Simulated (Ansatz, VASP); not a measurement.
Si3Ge: VASP beside Ansatz

```xyz
4
Lattice="2.8044 0.0000 0.0000 -1.4022 2.4287 0.0000 0.0000 0.0000 9.2966" Properties=species:S:1:pos:R:3 pbc="T T T"
Si    1.4022    0.8096    2.4859
Si    1.4022    0.8096    6.8107
Si    0.0000    1.6191    4.6483
Ge    0.0000    1.6191    0.0000
```

Alike in both runs: functional PBE; k mesh 18 × 18 × 6; occupations gaussian, width 0.1 eV; no spin polarisation.

Ansatz relaxed the structure, and its values are those at the end. VASP's run is a single point on that final structure, the one shown.

```csv
,VASP,Ansatz
version,VASP 6.6.1,Ansatz 0.2.0
potentials or method,"VASP PAW PBE potentials, release 64 (Si, Ge_d), cutoff 500 eV","scalar-relativistic, plane waves, PAW"
valence electrons in the cell,26,26
```

|  | VASP | Ansatz | Ansatz less VASP |
| --- | --- | --- | --- |
| gap on the k mesh at the Fermi level (eV) | none | none | - |
| pressure (GPa) | -0.1 | 0.0 | +0.12 |
| rms of the force components (eV/Å) | 0.003 | 0.002 | -0.0016 |

A gap of «none» marks a metal or a gap that the smearing closes.
